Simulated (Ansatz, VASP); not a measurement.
**One calculation of Rb2SrSe6, two programs**

Contents of INCAR:

```
SYSTEM = Rb2SrSe6
PREC = Accurate
ENCUT = 520
EDIFF = 1E-6
ISMEAR = -1
SIGMA = 0.1
LREAL = .False.
LASPH = .True.
NELM = 80
ALGO = Normal
ISIF = 2
LWAVE = .False.
LCHARG = .True.
GGA = PE
LELF = .True.
LVHAR = .True.
NBANDS = 42
```

File KPOINTS:

```
Automatic mesh
0
Gamma
  3 3 3
  0 0 0
```

POSCAR

```
Rb2SrSe6
1.0
    7.2083910000      0.0000000000      0.0000000000
   -3.6041960000      6.2426500000      0.0000000000
    0.0000000000      0.0000000000      5.6583640000
Sr Se Rb
1 6 2
Direct
    0.0000000000      0.0000000000      0.0000000000
    0.1670000000      0.8330000000      0.2060000000
    0.1670000000      0.3340000000      0.2060000000
    0.6660000000      0.8330000000      0.2060000000
    0.8330000000      0.1670000000      0.7940000000
    0.3340000000      0.1670000000      0.7940000000
    0.8330000000      0.6660000000      0.7940000000
    0.3333000000      0.6667000000      0.6910000000
    0.6667000000      0.3333000000      0.3090000000
```

Input for Ansatz:

```yaml
crystal:
  lattice:
    - [7.208391, 0.0, 0.0]
    - [-3.604196, 6.24265, 0.0]
    - [0.0, 0.0, 5.658364]
  atoms:
    - { symbol: Sr, position: [0.0, 0.0, 0.0] }
    - { symbol: Se, position: [0.167, 0.833, 0.206] }
    - { symbol: Se, position: [0.167, 0.334, 0.206] }
    - { symbol: Se, position: [0.666, 0.833, 0.206] }
    - { symbol: Se, position: [0.833, 0.167, 0.794] }
    - { symbol: Se, position: [0.334, 0.167, 0.794] }
    - { symbol: Se, position: [0.833, 0.666, 0.794] }
    - { symbol: Rb, position: [0.3333, 0.6667, 0.691] }
    - { symbol: Rb, position: [0.6667, 0.3333, 0.309] }
  symmetry: { tolerance: 0.0003 }
kpoints:
  mp_grid: { grid: [3, 3, 3], shift: [0, 0, 0] }
magnetization:
  spin_polarized: false
scf:
  occupations: { method: fermi_dirac }
hamiltonian:
  pseudopotentials: { kind: paw }
  xc: pbe
basis:
  ecutwfc: 420
  xc_grid: 1
output:
  forces: true
  stress: true
  eigenvalues: true
```

Alike in both runs: task single point; functional PBE; k mesh 3 × 3 × 3; no spin polarisation.

|  | VASP | Ansatz |
| --- | --- | --- |
| version | VASP 6.6.1 | Ansatz 0.2.0 |
| potentials or method | VASP PAW PBE potentials, release 64 (Sr_sv, Se, Rb_sv), cutoff 520 eV | PAW plane waves |
| occupations | fermi-dirac, width 0.1 eV | fermi-dirac |
| valence electrons in the cell | 64 | 124 |

```csv
,VASP,Ansatz,Ansatz less VASP
gap on the k mesh at the Fermi level (eV),none,none,-
pressure (GPa),13.7,13.3,-0.38
"traceless stress, the component that is largest in VASP (GPa)",-2.94,-2.84,+0.106
rms of the force components (eV/Å),2.239,2.187,-0.0521
```

Atom by atom the forces differ by 0.052 eV/Å (rms over components). A gap of «none» marks a metal or a gap that the smearing closes. VASP's potentials hold 64 valence electrons a cell and Ansatz's 124, so a difference there can come from the potentials and not from the codes. Ansatz's warnings: structure snapped to symmetry.

The k mesh is coarse, so the values compare programs but aren't converged.
